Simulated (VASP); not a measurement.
# Bi2Se3 (R-3m) in VASP: single point with PBEsol

Aim: the single point of Bi2Se3 with PBEsol.

All numbers are computed with VASP 6.6.1; they aren't measurements. Logs are shortened: lines on timing, memory, paths and dates and some standing lists are left out, and cuts for length are marked.

### 1 The cell of the first run

It takes space group R-3m (No. 166, trigonal). The conventional cell has a = 4.130 Å, b = 4.130 Å, c = 28.609 Å, α = 90.00°, β = 90.00°, γ = 120.00°. Within 3.8 Å of Bi (site symmetry 3m) lie 6 Se at 2.85 to 3.06 Å. Se (site symmetry -3m) has 6 Bi at 3.06 Å and 12 Se at 4.13 to 4.22 Å within 4.3 Å. Se (site symmetry 3m) has 3 Bi at 2.85 Å and 3 Se at 3.51 Å within 3.8 Å.

### 2 Single point, PBEsol

File INCAR:

```
SYSTEM = Bi2Se3
  PREC = Accurate
  ENCUT = 520
  EDIFF = 1E-7
  ISMEAR = 0
  SIGMA = 0.02
  LREAL = .FALSE.
  LASPH = .TRUE.
  NELM = 100
  ALGO = Normal
  ISIF = 2
  LWAVE = .FALSE.
  LCHARG = .FALSE.
  GGA = PS
  NBANDS = 32
```

File KPOINTS:

```
Automatic mesh
0
G
  12 12 12
  0 0 0
```

File POSCAR:

```
Bi2Se3
1.0
    2.0651326497      1.1923048928      9.5362756479
   -2.0651326497      1.1923048928      9.5362756479
    0.0000000000     -2.3846097808      9.5362756485
Bi Se
2 3
Direct
    0.4002545609      0.4002545609      0.4002545609
    0.5997454391      0.5997454391      0.5997454391
    1.0000000000      0.0000000000      0.0000000000
    0.2116245812      0.2116245812      0.2116245812
    0.7883754188      0.7883754188      0.7883754188
```

Potentials or basis: VASP PAW PBE potentials, release 64 (Bi_d, Se).

Started as:

```console
$ cat potpaw_PBE.64/Bi_d/POTCAR potpaw_PBE.64/Se/POTCAR > POTCAR
$ mpirun -np 1 vasp_std > vasp.out
```

OUTCAR:

```text
SYSTEM = Bi2Se3
   PREC = Accurate
   ENCUT = 520
   EDIFF = 1E-7
   ISMEAR = 0
   LREAL = .FALSE.
   LASPH = .TRUE.
   NELM = 100
   ISIF = 2
   GGA = PS

 ion  position               nearest neighbor table
   1  0.400  0.400  0.400-   5 2.85   5 2.85   5 2.85   3 3.06   3 3.06   3 3.06
   2  0.600  0.600  0.600-   4 2.85   4 2.85   4 2.85   3 3.06   3 3.06   3 3.06
   3  0.000  0.000  0.000-   2 3.06   1 3.06   2 3.06   2 3.06   1 3.06   1 3.06
   4  0.212  0.212  0.212-   2 2.85   2 2.85   2 2.85
   5  0.788  0.788  0.788-   1 2.85   1 2.85   1 2.85

  LATTYP: Found a trigonal (rhomboedric) cell.
 ALAT       =     9.8298991374
 COS(alpha) =     0.9117270220

  Lattice vectors:

 A1 = (   2.0651326497,   1.1923048928,   9.5362756479)
 A2 = (  -2.0651326497,   1.1923048928,   9.5362756479)
 A3 = (   0.0000000000,  -2.3846097808,   9.5362756485)

Analysis of symmetry for initial positions (statically):
=====================================================================
 Subroutine PRICEL returns:
 Original cell was already a primitive cell.

 Routine SETGRP: Setting up the symmetry group for a
 trigonal (rhombohedral) supercell.

 Subroutine GETGRP returns: Found 12 space group operations
 (whereof 12 operations were pure point group operations)
 out of a pool of 12 trial point group operations.

The static configuration has the point symmetry D_3d.

Analysis of symmetry for dynamics (positions and initial velocities):
=====================================================================
 Subroutine PRICEL returns:
 Original cell was already a primitive cell.

 Routine SETGRP: Setting up the symmetry group for a
 trigonal (rhombohedral) supercell.

 Subroutine GETGRP returns: Found 12 space group operations
 (whereof 12 operations were pure point group operations)
 out of a pool of 12 trial point group operations.

The dynamic configuration has the point symmetry D_3d.

 Subroutine INISYM returns: Found 12 space group operations
 (whereof 12 operations are pure point group operations),
 and found     1 'primitive' translations

----------------------------------------------------------------------------------------

                                     Primitive cell

  volume of cell :     140.8852

  direct lattice vectors                    reciprocal lattice vectors
     2.065132650  1.192304893  9.536275648     0.242115198  0.139785275  0.034954247
    -2.065132650  1.192304893  9.536275648    -0.242115198  0.139785275  0.034954247
     0.000000000 -2.384609781  9.536275649     0.000000000 -0.279570549  0.034954247

  length of vectors
     9.829899137  9.829899137  9.829899137     0.281747212  0.281747212  0.281747212

  position of ions in fractional coordinates (direct lattice)
     0.400254561  0.400254561  0.400254561
     0.599745439  0.599745439  0.599745439
     0.000000000  0.000000000  0.000000000
     0.211624581  0.211624581  0.211624581
     0.788375419  0.788375419  0.788375419

  ion indices of the primitive-cell ions
   primitive index   ion index
                 1           1
                 2           2
                 3           3
                 4           4
                 5           5

----------------------------------------------------------------------------------------

 KPOINTS: Automatic mesh

Automatic generation of k-mesh.
 Grid dimensions read from file:
 generate k-points for:   12   12   12

 Generating k-lattice:

  Cartesian coordinates                     Fractional coordinates (reciprocal lattice)
     0.020176266  0.011648773  0.002912854     0.083333333 -0.000000000  0.000000000
    -0.020176266  0.011648773  0.002912854    -0.000000000  0.083333333  0.000000000
     0.000000000 -0.023297546  0.002912854     0.000000000  0.000000000  0.083333333

  Length of vectors
     0.023478934  0.023478934  0.023478934

  Shift w.r.t. Gamma in fractional coordinates (k-lattice)
     0.000000000  0.000000000  0.000000000

 Subroutine IBZKPT returns following result:
 ===========================================

 Found    189 irreducible k-points:

 Following reciprocal coordinates:
            Coordinates               Weight
  0.000000  0.000000  0.000000      1.000000
  0.083333  0.000000  0.000000      6.000000
  0.166667  0.000000  0.000000      6.000000
  0.250000  0.000000  0.000000      6.000000
  0.333333  0.000000  0.000000      6.000000
  0.416667  0.000000  0.000000      6.000000
[... 16 lines left out ...]
  0.500000  0.166667  0.000000     12.000000
 -0.416667  0.166667  0.000000     12.000000
 [... further k-points ...]
   k-points           NKPTS =    189   k-points in BZ     NKDIM =    189   number of bands    NBANDS=     32
   number of dos      NEDOS =    301   number of ions     NIONS =      5
   total plane-waves  NPLWV = 512000
   dimension x,y,z NGX =    80 NGY =   80 NGZ =   80
   dimension x,y,z NGXF=   160 NGYF=  160 NGZF=  160
   ions per type =               2   3
   NGX,Y,Z   is equivalent  to a cutoff of  13.53, 13.53, 13.53 a.u.
   NGXF,Y,Z  is equivalent  to a cutoff of  27.06, 27.06, 27.06 a.u.
 SYSTEM =  Bi2Se3
   PREC   = accura    normal or accurate (medium, high low for compatibility)
   ISTART =      0    job   : 0-new  1-cont  2-samecut
   ICHARG =      2    charge: 1-file 2-atom 10-const
   ISPIN  =      1    spin polarized calculation?
   LNONCOLLINEAR =      F non collinear calculations
   LSORBIT =      F    spin-orbit coupling
   LASPH  =      T    aspherical Exc in radial PAW
   ENCUT  =  520.0 eV  38.22 Ry    6.18 a.u.  18.28 18.28 18.28*2*pi/ulx,y,z
   NELM   =    100;   NELMIN=  2; NELMDL= -5     # of ELM steps
   EDIFF  = 0.1E-06   stopping-criterion for ELM
   LREAL  =      F    real-space projection
   EDIFFG = 0.1E-05   stopping-criterion for IOM
   NSW    =      0    number of steps for IOM
   IBRION =     -1    ionic relax: 0-MD 1-quasi-New 2-CG
   NFREE  =      0    steps in history (QN), initial steepest desc. (CG)
   ISIF   =      2    stress and relaxation
   ISYM   =      2    0-nonsym 1-usesym 2-fastsym
   POTIM  = 0.5000    time-step for ionic-motion
   TEBEG  =    0.0;   TEEND  =   0.0 temperature during run
   PSTRESS=    0.0 pullay stress
   NELECT =      48.0000    total number of electrons
   NUPDOWN=      -1.0000    fix difference up-down
   EMIN   =  10.00;   EMAX   =-10.00  energy-range for DOS
   EFERMI =   0.00;   METHOD = LEGACY
   ISMEAR =     0;   SIGMA  =   0.02  broadening in eV -4-tet -1-fermi 0-gaus
   EFERMI_NEDOS =   21; number of points for ismear=-14 and -15
   IALGO  =     38    algorithm
   IMIX   =      4    mixing-type and parameters
     AMIX     =   0.40;   BMIX     =  1.00
     AMIX_MAG =   1.60;   BMIX_MAG =  1.00
  volume/ion in A,a.u.               =      28.18       190.15
  Fermi-wavevector in a.u.,A,eV,Ry     =   1.143405  2.160722 17.787921  1.307375
  Thomas-Fermi vector in A             =   2.280100
   LORBIT       =      0    0 simple, 1 ext, 2 COOP (PROOUT), +10 PAW based schemes
   GGA     = PS    functional components
   LHFCALC =     F    Hartree Fock is set to
   AEXX    =    0.0000 exact exchange contribution
   IVDW    =     0    specifies the selected vdW correction
   LEPSILON=     F    determine dielectric tensor
   LRPA    =     F    only Hartree local field effects (RPA)
 non-spin polarized calculation
 Gauss-broadening in eV      SIGMA  =   0.02
  energy-cutoff  :      520.00
  volume of cell :      140.89
 maximum number of plane-waves:      3839
 NGX is ok and might be reduce to    80
   NGX = 37   NGY = 37   NGZ = 37

 number of electron      48.0000004 magnetization

 Free energy of the ion-electron system (eV)
  ---------------------------------------------------
  ext. energy  EPLUGINS =         0.00000000
  ---------------------------------------------------
  free energy    TOTEN  =       -22.05100054 eV

  energy without entropy =      -22.05100054  energy(sigma->0) =      -22.05100054

 E-fermi :   4.9867     XC(G=0):  -9.7144

 val. band max:        4.9275704404   @ k =   0.0000   0.0000   0.0000
 cond. band min:       5.0457245400   @ k =   0.0000   0.0000   0.0000
 fundamental gap:      0.1181540997
 Fermi energy:         4.9866555675

 k-point     1 :       0.0000    0.0000    0.0000
  band No.  band energies     occupation
      1     -18.1283      2.00000
      2     -18.1283      2.00000
      3     -18.1261      2.00000
      4     -18.1261      2.00000
      5     -18.1185      2.00000
      6     -18.1157      2.00000
[... 24 lines left out ...]
     31      10.6487      0.00000
     32      11.8221      0.00000

 k-point     2 :       0.0833    0.0000    0.0000
  band No.  band energies     occupation
      1     -18.1293      2.00000
      2     -18.1270      2.00000
      3     -18.1265      2.00000
      4     -18.1244      2.00000
      5     -18.1174      2.00000
      6     -18.1146      2.00000
[... 24 lines left out ...]
     31      10.5577      0.00000
     32      11.0022      0.00000

 k-point     3 :       0.1667    0.0000    0.0000
  band No.  band energies     occupation
      1     -18.1326      2.00000
      2     -18.1297      2.00000
      3     -18.1220      2.00000
      4     -18.1200      2.00000
      5     -18.1148      2.00000
      6     -18.1122      2.00000
[... 24 lines left out ...]
     31       9.8919      0.00000
     32      10.8142      0.00000

 k-point     4 :       0.2500    0.0000    0.0000
  band No.  band energies     occupation
      1     -18.1379      2.00000
      2     -18.1341      2.00000
      3     -18.1174      2.00000
      4     -18.1161      2.00000
      5     -18.1151      2.00000
      6     -18.1112      2.00000
[... 654 lines left out ...]
     31       9.8352      0.00000
     32      10.6103      0.00000

 k-point    23 :       0.5000    0.1667    0.0000
  band No.  band energies     occupation
      1     -18.1426      2.00000
      2     -18.1379      2.00000
      3     -18.1206      2.00000
      4     -18.1169      2.00000
      5     -18.1148      2.00000
      6     -18.1126      2.00000
[... 24 lines left out ...]
     31       9.8092      0.00000
     32      10.6861      0.00000

 k-point    24 :      -0.4167    0.1667    0.0000
  band No.  band energies     occupation
      1     -18.1437      2.00000
      2     -18.1386      2.00000
      3     -18.1211      2.00000
      4     -18.1172      2.00000
      5     -18.1146      2.00000
      6     -18.1130      2.00000
[... 24 lines left out ...]
     31       9.6964      0.00000
     32      10.7322      0.00000

 [... further k-points ...]

------------------------ aborting loop because EDIFF is reached ----------------------------------------

  FORCE on cell =-STRESS in cart. coord.  units (eV):
  Direction    XX          YY          ZZ          XY          YZ          ZX
  --------------------------------------------------------------------------------------
  -------------------------------------------------------------------------------------
  Total        0.0447568      0.0447568      0.0461134      0.0000000      0.0000000      0.0000000
  in kB        0.5089839      0.5089839      0.5244122      0.0000000      0.0000000      0.0000000
  external PRESSURE =       0.5141267 kB  Pullay stress =       0.0000000 kB

 VOLUME and BASIS-vectors are now :
 -----------------------------------------------------------------------------
  energy-cutoff  :      520.00
  volume of cell :      140.89
      direct lattice vectors                 reciprocal lattice vectors
     2.065132650  1.192304893  9.536275648     0.242115198  0.139785275  0.034954247
    -2.065132650  1.192304893  9.536275648    -0.242115198  0.139785275  0.034954247
     0.000000000 -2.384609781  9.536275649     0.000000000 -0.279570549  0.034954247

 POSITION                                       TOTAL-FORCE (eV/Angst)
 -----------------------------------------------------------------------------------
      0.00000      0.00000     11.45081         0.000000     -0.000000     -0.012265
      0.00000      0.00000     17.15801         0.000000      0.000000      0.012265
      0.00000      0.00000      0.00000         0.000000      0.000000      0.000000
      0.00000      0.00000      6.05433         0.000000     -0.000000     -0.016333
      0.00000      0.00000     22.55450         0.000000      0.000000      0.016333
 -----------------------------------------------------------------------------------
    total drift:                                0.000000      0.000000      0.000000

  FREE ENERGIE OF THE ION-ELECTRON SYSTEM (eV)
  ---------------------------------------------------
  free  energy   TOTEN  =       -22.0510005374 eV

  energy  without entropy=      -22.0510005353  energy(sigma->0) =      -22.05100054
```

Run time: 2 h. Hardware: 1 thread of Oxide Virtual Turin-like, shared host; peak memory 1.4 GiB.

Results:

| Quantity | Value |
| --- | --- |
| Free energy | -22.0510 eV |
| Pressure | 0.1 GPa |
| Largest force | 0.016 eV/Å |
| Band gap on the k mesh | 0.12 eV |

Forces on the atoms (eV/Å):
```
Bi   0.000  0.000 -0.012
Bi   0.000  0.000  0.012
Se   0.000  0.000  0.000
Se   0.000  0.000 -0.016
Se   0.000  0.000  0.016
```

Levels at points of the mesh, in eV from the valence-band top:
```csv
k point,band 21,band 22,band 23,band 24,band 25,band 26,band 27,band 28
"(0.00, 0.00, 0.00)",-1.85,-1.23,-1.23,0.00,0.12,1.33,1.33,2.08
"(0.50, 0.00, 0.00)",-3.03,-2.24,-1.27,-0.58,0.76,1.84,2.92,3.08
"(0.50, 0.50, 0.00)",-1.96,-1.94,-1.70,-1.04,1.26,1.88,2.52,2.96
"(0.50, 0.50, 0.50)",-1.57,-1.43,-1.43,-0.52,0.61,1.64,1.64,2.00
```

Caveat: the PAW data sets were made with another functional, which shifts forces and pressure a little; spin-orbit coupling is left out, which moves the levels of the heavy elements.
